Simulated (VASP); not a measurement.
Input of a VASP 6.6.1 run:

POSCAR

```
K2S
1.0
    0.0000000000      3.6271691700      3.6271691700
    3.6271691700      0.0000000000      3.6271691700
    3.6271691700      3.6271691700      0.0000000000
S K
1 2
Direct
    0.0000000000      0.0000000000      0.0000000000
    0.2500000000      0.2500000000      0.2500000000
    0.7500000000      0.7500000000      0.7500000000
```

The input INCAR.step1:

```
  ALGO = Normal
  EDIFF = 1E-5
  ENCUT = 550
  GGA = PE
  GGA_COMPAT = F
  ISMEAR = 0
  LASPH = T
  LCHARG = F
  LREAL = F
  LWAVE = T
  NBANDS = 19
  NELM = 120
  PREC = Accurate
  SIGMA = 0.01
```

Contents of INCAR.step2:

```
  ALGO = Normal
  EDIFF = 1E-6
  ENCUT = 550
  GGA_COMPAT = F
  ISIF = 2
  ISMEAR = 0
  ISTART = 1
  LASPH = T
  LCHARG = F
  LMIXTAU = T
  LREAL = F
  LWAVE = F
  METAGGA = R2SCAN
  NBANDS = 19
  NELM = 120
  PREC = Accurate
  SIGMA = 0.01
```

File KPOINTS:

```
k-points
0
Gamma
  6 6 6
```

Potentials or basis: VASP PAW PBE potentials, release 64 (S, K_sv).

Run with:

```bash
$ cat potpaw_PBE.64/S/POTCAR potpaw_PBE.64/K_sv/POTCAR > POTCAR
$ cp INCAR.step1 INCAR
$ mpirun -np 1 vasp_std > vasp.out
$ cp INCAR.step2 INCAR
$ mpirun -np 1 vasp_std > vasp.out
```

Question: Estimate the band gap on the k mesh.

Answer: 2.91 eV, indirect (least direct gap 3.17 eV).

Question: Predict the pressure.

Answer: 1.5 GPa.

Caveat: the PAW data sets were made with another functional, which shifts forces and pressure a little. A k mesh can miss the band edges.
